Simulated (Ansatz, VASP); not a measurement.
**Be in VASP and in Ansatz**

File INCAR:

```
ALGO = Normal
EDIFF = 1E-6
EDIFFG = -0.005
ENCUT = 600
GGA = PS
IBRION = 2
ISIF = 3
ISMEAR = -1
LASPH = True
LCHARG = False
LREAL = False
LWAVE = False
NELM = 100
NSW = 60
PREC = Accurate
SIGMA = 0.1
```

The input KPOINTS:

```
k-points
0
Gamma
  23 23 23
```

Contents of POSCAR:

```
Be
1.0
   -1.2514117383      1.2514117383      1.2514117383
    1.2514117383     -1.2514117383      1.2514117383
    1.2514117383      1.2514117383     -1.2514117383
Be
1
Direct
    0.0000000000      0.0000000000      0.0000000000
```

Input for Ansatz:

```yaml
crystal:
  lattice:
    - [-1.2514117383, 1.2514117383, 1.2514117383]
    - [1.2514117383, -1.2514117383, 1.2514117383]
    - [1.2514117383, 1.2514117383, -1.2514117383]
  atoms:
    - { symbol: Be, position: [0.0, 0.0, 0.0] }
kpoints:
  mp_grid: { grid: [23, 23, 23] }
scf:
  occupations: { method: fermi_dirac, width: 0.1 }
hamiltonian:
  xc: pbesol
  pseudopotentials: { kind: paw }
output:
  forces: true
  stress: true
relax:
  f_tol: 0.005
  max_steps: 40
  cell: {}
```

Alike in both runs: task relaxation of cell and atoms; functional PBEsol; k mesh 23 × 23 × 23; occupations fermi-dirac, width 0.1 eV; no spin polarisation.

|  | VASP | Ansatz |
| --- | --- | --- |
| version | VASP 6.6.1 | Ansatz 0.2.0 |
| potentials or method | VASP PAW PBE potentials, release 64 (Be) | PAW with Ansatz's default frozen-core files, scalar-relativistic |
| plane-wave cutoff (eV) | 600 | 420 |
| valence electrons in the cell | 2 | 2 |

Ansatz gave:

- relaxed volume (Å³/atom): 7.75
- relaxed cell length with the largest relative difference (Å): 2.159

Problem. What did VASP give for the same quantities?

Solution. Relaxed volume (Å³/atom): 7.77; relaxed cell length with the largest relative difference (Å): 2.161.

VASP's potentials were made for PBE, not for PBEsol.
